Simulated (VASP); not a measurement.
Write the native input for VASP 6.6.1 that does the following.

```
Task                   : relaxation of cell and atoms
Functional             : PBE
Potentials or basis    : VASP PAW PBE potentials, release 64 (In_d, Se)
Cutoff                 : 600 eV
k mesh                 : 6 × 6 × 6
Occupations            : gaussian, width 0.2 eV
Spin                   : no spin polarisation
Dipole correction      : no
Further INCAR settings : ALGO = Normal; EDIFF = 1e-07; IBRION = 2; EDIFFG = -0.025; NSW = 80; ISIF = 3
```

The structure of InSe lies in POSCAR:

```
InSe
1.0
   -0.0181549369     -3.1238082874     -3.0245267889
   -2.9349696747     -0.0293716750     -3.0133100508
    2.8501985114      3.0053869098     -5.9124772632
In Se
2 2
Direct
    0.9760523135      1.0229538260     -0.0321647890
    0.5002379278      0.4481351208      0.5118980885
    0.2568348173      0.2569890445      0.2713781379
    0.7668749414      0.7719220087      0.7488885626
```

These files were run (other wordings do the same):

INCAR

```
SYSTEM = InSe
PREC = Accurate
ENCUT = 600
EDIFF = 1E-7
ISMEAR = 0
SIGMA = 0.2
LREAL = .False.
LASPH = .True.
NELM = 100
ALGO = Normal
ISIF = 3
LWAVE = .False.
LCHARG = .False.
GGA = PE
IBRION = 2
NSW = 80
EDIFFG = -0.025
```

KPOINTS

```
regular mesh
0
Gamma
  6 6 6
  0 0 0
```

Potentials or basis: VASP PAW PBE potentials, release 64 (In_d, Se).

Command:

```console
$ cat potpaw_PBE.64/In_d/POTCAR potpaw_PBE.64/Se/POTCAR > POTCAR
$ mpirun -np 1 vasp_std > vasp.out
```

It gave:

```json
{"Relaxed volume": "27.11 Å³/atom", "Relaxed cell": "a = 4.122 Å, b = 4.123 Å, c = 7.737 Å, α = 74.62°, β = 74.60°, γ = 60.03°", "Space group after relaxing (to 0.1 Å)": "R-3m (No. 166)", "Energy gained by relaxing": "86.0 meV/atom", "Ionic steps": "37", "Pressure after relaxing": "0.0 GPa", "Largest force after relaxing": "0.024 eV/Å", "Band gap on the k mesh": "zero (bands 19 and 20 overlap by 0.50 eV)"}
```

Caveat: spin-orbit coupling is left out, which moves the levels of the heavy elements.

Wall time 64 min on 1 thread of AMD EPYC 9R45 96-Core Processor (Zen 5), on a shared host, peak memory 0.48 GiB.
